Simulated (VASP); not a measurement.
# SiO2 in VASP: settings compared, part 2 of 2

VASP 6.6.1.

### Step 5. Single point, r2SCAN (strain +2.0%)

POSCAR

```
SiO2
1.0
    0.0000000000      2.3094525001      2.3094525001
    2.3094525001      0.0000000000      2.3094525001
    2.3094525001      2.3094525001      0.0000000000
Si O
1 2
Direct
    0.0000000000      0.0000000000      0.0000000000
    0.2500000000      0.2500000000      0.2500000000
    0.7500000000      0.7500000000      0.7500000000
```

INCAR.step1

```
PREC = Accurate
ENCUT = 520
ISMEAR = 0
SIGMA = 0.01
LREAL = False
LASPH = True
NELM = 80
NBANDS = 15
GGA = PE
ALGO = Normal
EDIFF = 1E-4
LWAVE = True
LCHARG = False
```

INCAR.step2

```
PREC = Accurate
ENCUT = 520
EDIFF = 1E-6
ISMEAR = 0
SIGMA = 0.01
LREAL = False
LASPH = True
NELM = 80
ALGO = Normal
ISIF = 2
LWAVE = False
LCHARG = False
METAGGA = R2SCAN
LMIXTAU = True
NBANDS = 15
ISTART = 1
```

KPOINTS

```
Automatic mesh
0
Gamma
  10 10 10
```

Potentials or basis: VASP PAW PBE potentials, release 64 (Si, O).

Command:

```
> cat potpaw_PBE.64/Si/POTCAR potpaw_PBE.64/O/POTCAR > POTCAR
> cp INCAR.step1 INCAR
> mpirun -np 1 vasp_std > vasp.out
> cp INCAR.step2 INCAR
> mpirun -np 1 vasp_std > vasp.out
```

OUTCAR:

```text
PREC = Accurate
   ENCUT = 520
   EDIFF = 1E-6
   ISMEAR = 0
   LREAL = False
   LASPH = True
   NELM = 80
   ISIF = 2
   METAGGA = R2SCAN
   ISTART = 1

 ion  position               nearest neighbor table
   1  0.000  0.000  0.000-   3 2.00   3 2.00   3 2.00   2 2.00   3 2.00   2 2.00   2 2.00   2 2.00

   2  0.250  0.250  0.250-   1 2.00   1 2.00   1 2.00   1 2.00
   3  0.750  0.750  0.750-   1 2.00   1 2.00   1 2.00   1 2.00

  LATTYP: Found a face centered cubic cell.
 ALAT       =     4.6189050002

  Lattice vectors:

 A1 = (   0.0000000000,   2.3094525001,   2.3094525001)
 A2 = (   2.3094525001,   0.0000000000,   2.3094525001)
 A3 = (   2.3094525001,   2.3094525001,   0.0000000000)

Analysis of symmetry for initial positions (statically):
=====================================================================
 Subroutine PRICEL returns:
 Original cell was already a primitive cell.

 Routine SETGRP: Setting up the symmetry group for a
 face centered cubic supercell.

 Subroutine GETGRP returns: Found 48 space group operations
[... 9 lines left out ...]

 Routine SETGRP: Setting up the symmetry group for a
 face centered cubic supercell.

 Subroutine GETGRP returns: Found 48 space group operations
[... 11 lines left out ...]
                                     Primitive cell

  volume of cell :      24.6353

  direct lattice vectors                    reciprocal lattice vectors
     0.000000000  2.309452500  2.309452500    -0.216501530  0.216501530  0.216501530
     2.309452500  0.000000000  2.309452500     0.216501530 -0.216501530  0.216501530
     2.309452500  2.309452500  0.000000000     0.216501530  0.216501530 -0.216501530

  length of vectors
     3.266059047  3.266059047  3.266059047     0.374991650  0.374991650  0.374991650

  position of ions in fractional coordinates (direct lattice)
     0.000000000  0.000000000  0.000000000
     0.250000000  0.250000000  0.250000000
     0.750000000  0.750000000  0.750000000

  ion indices of the primitive-cell ions
   primitive index   ion index
                 1           1
                 2           2
                 3           3

----------------------------------------------------------------------------------------

 KPOINTS: Automatic mesh

Automatic generation of k-mesh.
 Grid dimensions read from file:
 generate k-points for:   10   10   10

 Generating k-lattice:

  Cartesian coordinates                     Fractional coordinates (reciprocal lattice)
    -0.021650153  0.021650153  0.021650153     0.100000000  0.000000000  0.000000000
     0.021650153 -0.021650153  0.021650153     0.000000000  0.100000000  0.000000000
     0.021650153  0.021650153 -0.021650153     0.000000000  0.000000000  0.100000000

  Length of vectors
     0.037499165  0.037499165  0.037499165

  Shift w.r.t. Gamma in fractional coordinates (k-lattice)
     0.000000000  0.000000000  0.000000000

 Subroutine IBZKPT returns following result:
 ===========================================

 Found     47 irreducible k-points:

 Following reciprocal coordinates:
            Coordinates               Weight
  0.000000  0.000000  0.000000      1.000000
  0.100000  0.000000  0.000000      8.000000
  0.200000  0.000000  0.000000      8.000000
  0.300000  0.000000  0.000000      8.000000
  0.400000  0.000000  0.000000      8.000000
  0.500000  0.000000  0.000000      4.000000
[... 16 lines left out ...]
  0.300000  0.300000  0.000000      6.000000
  0.400000  0.300000  0.000000     24.000000
 [... further k-points ...]
   k-points           NKPTS =     47   k-points in BZ     NKDIM =     47   number of bands    NBANDS=     15
   number of dos      NEDOS =    301   number of ions     NIONS =      3
   total plane-waves  NPLWV =  13824
   dimension x,y,z NGX =    24 NGY =   24 NGZ =   24
   dimension x,y,z NGXF=    48 NGYF=   48 NGZF=   48
   ions per type =               1   2
   NGX,Y,Z   is equivalent  to a cutoff of  12.22, 12.22, 12.22 a.u.
   NGXF,Y,Z  is equivalent  to a cutoff of  24.43, 24.43, 24.43 a.u.
 SYSTEM =  unknown system
   PREC   = accura    normal or accurate (medium, high low for compatibility)
   ISTART =      1    job   : 0-new  1-cont  2-samecut
   ICHARG =      0    charge: 1-file 2-atom 10-const
   ISPIN  =      1    spin polarized calculation?
   LNONCOLLINEAR =      F non collinear calculations
   LSORBIT =      F    spin-orbit coupling
   LASPH  =      T    aspherical Exc in radial PAW
   ENCUT  =  520.0 eV  38.22 Ry    6.18 a.u.   6.07  6.07  6.07*2*pi/ulx,y,z
   NELM   =     80;   NELMIN=  2; NELMDL=  0     # of ELM steps
   EDIFF  = 0.1E-05   stopping-criterion for ELM
   LREAL  =      F    real-space projection
   EDIFFG = 0.1E-04   stopping-criterion for IOM
   NSW    =      0    number of steps for IOM
   IBRION =     -1    ionic relax: 0-MD 1-quasi-New 2-CG
   NFREE  =      0    steps in history (QN), initial steepest desc. (CG)
   ISIF   =      2    stress and relaxation
   ISYM   =      2    0-nonsym 1-usesym 2-fastsym
   POTIM  = 0.5000    time-step for ionic-motion
   TEBEG  =    0.0;   TEEND  =   0.0 temperature during run
   PSTRESS=    0.0 pullay stress
   NELECT =      16.0000    total number of electrons
   NUPDOWN=      -1.0000    fix difference up-down
   EMIN   =  10.00;   EMAX   =-10.00  energy-range for DOS
   EFERMI =   0.00;   METHOD = LEGACY
   ISMEAR =     0;   SIGMA  =   0.01  broadening in eV -4-tet -1-fermi 0-gaus
   EFERMI_NEDOS =   21; number of points for ismear=-14 and -15
   IALGO  =     38    algorithm
   IMIX   =      4    mixing-type and parameters
     AMIX     =   0.40;   BMIX     =  1.00
     AMIX_MAG =   1.60;   BMIX_MAG =  1.00
  volume/ion in A,a.u.               =       8.21        55.42
  Fermi-wavevector in a.u.,A,eV,Ry     =   1.417737  2.679135 27.347429  2.009979
  Thomas-Fermi vector in A             =   2.538936
   LORBIT       =      0    0 simple, 1 ext, 2 COOP (PROOUT), +10 PAW based schemes
   METAGGA = R2SCAN    functional components
   LHFCALC =     F    Hartree Fock is set to
   AEXX    =    0.0000 exact exchange contribution
   IVDW    =     0    specifies the selected vdW correction
   LEPSILON=     F    determine dielectric tensor
   LRPA    =     F    only Hartree local field effects (RPA)
 non-spin polarized calculation
 Gauss-broadening in eV      SIGMA  =   0.01
  energy-cutoff  :      520.00
  volume of cell :       24.64
 maximum number of plane-waves:       678
   NGX = 13   NGY = 13   NGZ = 13

 number of electron      15.9999999 magnetization

 Free energy of the ion-electron system (eV)
  ---------------------------------------------------
  ext. energy  EPLUGINS =         0.00000000
  ---------------------------------------------------
  free energy    TOTEN  =       -25.71262478 eV

  energy without entropy =      -25.71262478  energy(sigma->0) =      -25.71262478

 E-fermi :   8.5950     XC(G=0): -12.7797

 val. band max:        8.4678602148   @ k =   0.5000   0.5000   0.0000
 cond. band min:      10.5490996565   @ k =   0.0000   0.0000   0.0000
 fundamental gap:      2.0812394417
 Fermi energy:         8.5950313265

 k-point     1 :       0.0000    0.0000    0.0000
  band No.  band energies     occupation
      1     -14.8816      2.00000
      2      -8.6159      2.00000
      3       2.8608      2.00000
      4       2.8608      2.00000
      5       2.8608      2.00000
      6       6.2420      2.00000
      7       6.2420      2.00000
      8       6.2420      2.00000
      9      10.5491      0.00000
     10      14.9950      0.00000
     11      14.9950      0.00000
     12      14.9950      0.00000
     13      21.8806      0.00000
     14      21.8806      0.00000
     15      23.4625      0.00000
[... 397 lines left out ...]
 k-point    24 :       0.4000    0.3000    0.0000
  band No.  band energies     occupation
      1     -12.9600      2.00000
      2     -10.1774      2.00000
      3      -1.0269      2.00000
      4       0.9995      2.00000
      5       1.0438      2.00000
      6       6.8975      2.00000
      7       7.0888      2.00000
      8       7.1551      2.00000
      9      11.8285      0.00000
     10      15.9465      0.00000
     11      19.9995      0.00000
     12      20.0750      0.00000
     13      21.3100      0.00000
     14      24.9854      0.00000
     15      28.4461      0.00000

 [... further k-points ...]

------------------------ aborting loop because EDIFF is reached ----------------------------------------

  FORCE on cell =-STRESS in cart. coord.  units (eV):
  Direction    XX          YY          ZZ          XY          YZ          ZX
  --------------------------------------------------------------------------------------
  -------------------------------------------------------------------------------------
  Total       -2.3842749     -2.3842749     -2.3842749      0.0000000      0.0000000      0.0000000
  in kB     -155.0635805   -155.0635805   -155.0635805      0.0000000      0.0000000      0.0000000
  external PRESSURE =    -155.0635805 kB  Pullay stress =       0.0000000 kB

 VOLUME and BASIS-vectors are now :
 -----------------------------------------------------------------------------
  energy-cutoff  :      520.00
  volume of cell :       24.64
      direct lattice vectors                 reciprocal lattice vectors
     0.000000000  2.309452500  2.309452500    -0.216501530  0.216501530  0.216501530
     2.309452500  0.000000000  2.309452500     0.216501530 -0.216501530  0.216501530
     2.309452500  2.309452500  0.000000000     0.216501530  0.216501530 -0.216501530

 POSITION                                       TOTAL-FORCE (eV/Angst)
 -----------------------------------------------------------------------------------
      0.00000      0.00000      0.00000        -0.000000     -0.000000     -0.000000
      1.15473      1.15473      1.15473        -0.000000      0.000000      0.000000
      3.46418      3.46418      3.46418         0.000000     -0.000000      0.000000
 -----------------------------------------------------------------------------------
    total drift:                                0.000000      0.000000      0.000000

  FREE ENERGIE OF THE ION-ELECTRON SYSTEM (eV)
  ---------------------------------------------------
  free  energy   TOTEN  =       -25.7126247790 eV

  energy  without entropy=      -25.7126247790  energy(sigma->0) =      -25.71262478
```

OUTCAR.step1:

```text
PREC = Accurate
   ENCUT = 520
   ISMEAR = 0
   LREAL = False
   LASPH = True
[... 657 lines left out ...]
      0.00000      0.00000      0.00000        -0.000000      0.000000     -0.000000
      1.15473      1.15473      1.15473         0.000000      0.000000     -0.000000
      3.46418      3.46418      3.46418        -0.000000     -0.000000      0.000000
 -----------------------------------------------------------------------------------
    total drift:                                0.000000      0.000000      0.000000

  FREE ENERGIE OF THE ION-ELECTRON SYSTEM (eV)
  ---------------------------------------------------
  free  energy   TOTEN  =       -19.9199405200 eV

  energy  without entropy=      -19.9199405200  energy(sigma->0) =      -19.91994052
```

OSZICAR.step1:

```text
N       E                     dE             d eps       ncg     rms          rms(c)
DAV:   1     0.532137295542E+02    0.53214E+02   -0.86425E+03  1450   0.100E+03
DAV:   2    -0.204010278266E+02   -0.73615E+02   -0.65452E+02  1858   0.220E+02
DAV:   3    -0.225703396943E+02   -0.21693E+01   -0.21631E+01  1627   0.362E+01
DAV:   4    -0.225784100520E+02   -0.80704E-02   -0.80697E-02  1781   0.261E+00
DAV:   5    -0.225784534843E+02   -0.43432E-04   -0.43432E-04  1682   0.184E-01    0.106E+01
DAV:   6    -0.199162949827E+02    0.26622E+01   -0.52861E+00  1452   0.212E+01    0.377E+00
DAV:   7    -0.199212121915E+02   -0.49172E-02   -0.24958E-01  1725   0.410E+00    0.170E+00
DAV:   8    -0.199180273435E+02    0.31848E-02   -0.17603E-02  1480   0.138E+00    0.485E-01
DAV:   9    -0.199196670039E+02   -0.16397E-02   -0.25057E-03  1627   0.485E-01    0.175E-01
DAV:  10    -0.199199496631E+02   -0.28266E-03   -0.61435E-04  1515   0.186E-01    0.276E-02
DAV:  11    -0.199199405200E+02    0.91431E-05   -0.28636E-05  1230   0.478E-02
   1 F= -.19919941E+02 E0= -.19919941E+02  d E =-.287986E-89
```

It took 31 s on 1 thread of Intel Xeon 6975P-C, shared host; peak memory 0.14 GiB.

What came out:

```yaml
Free_energy: -25.7126 eV
Pressure: -15.5 GPa
Band_gap_on_the_k_mesh: 2.08 eV, indirect (least direct gap 2.57 eV)
```

Caveat: the cell differs from its parent crystal (strain +2.0%); the PAW data sets were made with another functional, which shifts forces and pressure a little. A k mesh can miss the band edges.

### Step 6. Single point, PBE (epitaxial xy strain -1.0%)

INCAR

```
PREC     = Accurate       # precision mode
ENCUT    = 520            # plane-wave cutoff, eV
EDIFF    = 1E-6           # SCF threshold, eV
ISMEAR   = -1             # smearing method
SIGMA    = 0.02           # smearing width, eV
LREAL    = F              # projectors in reciprocal space
LASPH    = T              # aspherical terms in the spheres
NELM     = 100            # most SCF steps
ALGO     = Normal         # electronic algorithm
ISIF     = 2              # what is computed and relaxed
LWAVE    = F              # write WAVECAR
LCHARG   = T              # write CHGCAR
GGA      = PE             # functional
LELF     = T              # ELF
LVHAR    = T            
NBANDS   = 15             # bands
```

KPOINTS is that of step 5.

POSCAR

```
SiO2
1.0
    0.0000000000      2.2415274266      2.2614068725
    2.2415274266      0.0000000000      2.2614068725
    2.2415274266      2.2415274266      0.0000000000
Si O
1 2
Direct
    0.0000000000      0.0000000000      0.0000000000
    0.2500000000      0.2500000000      0.2500000000
    0.7500000000      0.7500000000      0.7500000000
```

Potentials or basis: VASP PAW PBE potentials, release 64 (Si, O).

Command:

```
> cat potpaw_PBE.64/Si/POTCAR potpaw_PBE.64/O/POTCAR > POTCAR
> mpirun -np 1 vasp_std > vasp.out
```

Run time: 16 s. Hardware: 1 thread of Intel Xeon 6975P-C, shared host; peak memory 0.15 GiB.

It converged, with:

* Free energy: -19.8541 eV
* Pressure: 17.3 GPa
* Band gap on the k mesh: 1.98 eV, direct

Stress tensor (GPa, compression positive):
```
20.58  0.00  0.00
 0.00 20.58  0.00
 0.00  0.00 10.67
```

Levels at points of the mesh, in eV from the valence-band top:
```
           k point  band 6  band 7  band 8  band 9  band 10  band 11
(0.00, 0.00, 0.00)   -2.52   -2.30   -2.30    2.47     5.92     5.92
(0.50, 0.00, 0.00)   -5.24   -4.72   -4.67    6.25     9.92    10.21
(0.50, 0.50, 0.00)   -1.03   -1.03   -0.13    2.14     8.54    11.33
(0.50, 0.00, 0.50)   -1.18   -0.99    0.00    1.98     8.41    11.38
```

Caveat: the cell differs from its parent crystal (epitaxial xy strain -1.0%).

### Step 7. Overview

```csv
level,cell,smearing,gap on the mesh (eV),pressure (GPa)
PBE,"a = 3.202 Å, angles 60.0°, 3 atoms",fermi-dirac 0.02 eV,2.06,10.3
PBE,"a = 3.266 Å, angles 60.0°, 3 atoms",fermi-dirac 0.02 eV,1.43,-5.9
r2SCAN,"a = 3.202 Å, angles 60.0°, 3 atoms",gaussian 0.01 eV,2.68,0.6
r2SCAN,"a = 3.266 Å, angles 60.0°, 3 atoms",gaussian 0.01 eV,2.08,-15.5
PBE,"a = 3.184, b = 3.184, c = 3.170 Å, angles 60.1, 60.1, 59.7°, 3 atoms",fermi-dirac 0.02 eV,1.98,17.3
```

Alike in all rows: task single point; potentials or basis VASP PAW PBE potentials, release 64 (Si, O); no spin polarisation; k mesh 10 × 10 × 10; cutoff (eV) 520.

Caveats: the PAW data sets were made with another functional, which shifts forces and pressure a little (some runs).

Absolute energies hang on the potentials; compare differences alone.
